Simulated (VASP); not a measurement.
Al:

```
CELL_PARAMETERS angstrom
0.00000 2.02481 2.02481
2.02481 0.00000 2.02481
2.02481 2.02481 0.00000
ATOMIC_POSITIONS crystal
Al 0.00000 0.00000 0.00000
```

```yaml
Program: VASP 6.6.1
Task: relaxation of cell and atoms
Functional: LDA
Potentials_or_basis: VASP PAW LDA potentials, release 64 (Al)
Cutoff: 600 eV
k_mesh: 18 × 18 × 18
Occupations: methfessel-paxton, width 0.1 eV
Spin: no spin polarisation
```

At the start: pressure -3.5 GPa; volume 16.60 Å³/atom.

Q: Where does the relaxation end?

A: Over 3 steps the energy falls by 9.0 meV/atom and the volume is 15.82 Å³/atom (-4.7 %); space group Fm-3m (No. 225, to 0.1 Å) before and after.

The path:
```
step  energy change (eV)  largest force (eV/Å)  pressure (GPa)  volume (Å³)
   1              0.0000                0.0000           -3.55        16.60
   2             -0.0089                0.0000            0.43        15.73
   3             -0.0090                0.0000            0.00        15.82
```

Final structure:
```
Al
1.0
     0.00000    1.99239    1.99239
     1.99239    0.00000    1.99239
     1.99239    1.99239    0.00000
Al
1
Direct
  0.00000 0.00000 0.00000
```
